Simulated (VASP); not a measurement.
Set up this calculation in VASP 6.6.1, as the native input.

```
Task                   : single point
Functional             : LDA
Potentials or basis    : VASP PAW LDA potentials, release 64 (Mo_sv)
Cutoff                 : 520 eV
k mesh                 : 22 × 22 × 22
Occupations            : gaussian, width 0.15 eV
Spin                   : no spin polarisation
Dipole correction      : no
Further INCAR settings : ALGO = Fast; EDIFF = 1e-07; NBANDS = 13
```

The structure of Mo lies in POSCAR:

```
Mo
1.0
    0.0000000000      2.1271693918      1.8080939831
    2.1271693918      0.0000000000      1.8080939831
    2.1271693918      2.1271693918      0.0000000000
Mo
1
Direct
    0.0000000000      0.0000000000      0.0000000000
```

This cell differs from its parent crystal: ratio of the length along z to the lengths across it x 0.85, volume and fractional coordinates fixed.

These files were run (other wordings do the same):

INCAR

```
SYSTEM = Mo
PREC = Accurate
ENCUT = 520
EDIFF = 1E-7
ISMEAR = 0
SIGMA = 0.15
LREAL = .False.
LASPH = .True.
NELM = 80
ALGO = Fast
ISIF = 2
LWAVE = .False.
LCHARG = .True.
LELF = .True.
LVHAR = .True.
NBANDS = 13
```

KPOINTS

```
Automatic mesh
0
Gamma
  22 22 22
  0 0 0
```

Potentials or basis: VASP PAW LDA potentials, release 64 (Mo_sv).

The run is started by

```sh
$ cat potpaw_LDA.64/Mo_sv/POTCAR > POTCAR
$ mpirun -np 1 vasp_std > vasp.out
```

Results of the run:

```
Pressure               : -16.4 GPa
Band gap on the k mesh : zero (bands 7 and 8 overlap by 4.48 eV)
```

Caveat: the stress differs along the axes, from -34 to -8 GPa.

It took 3.7 min on 1 thread of Intel Xeon 8259CL, with other jobs on the host, peak memory 0.27 GiB.
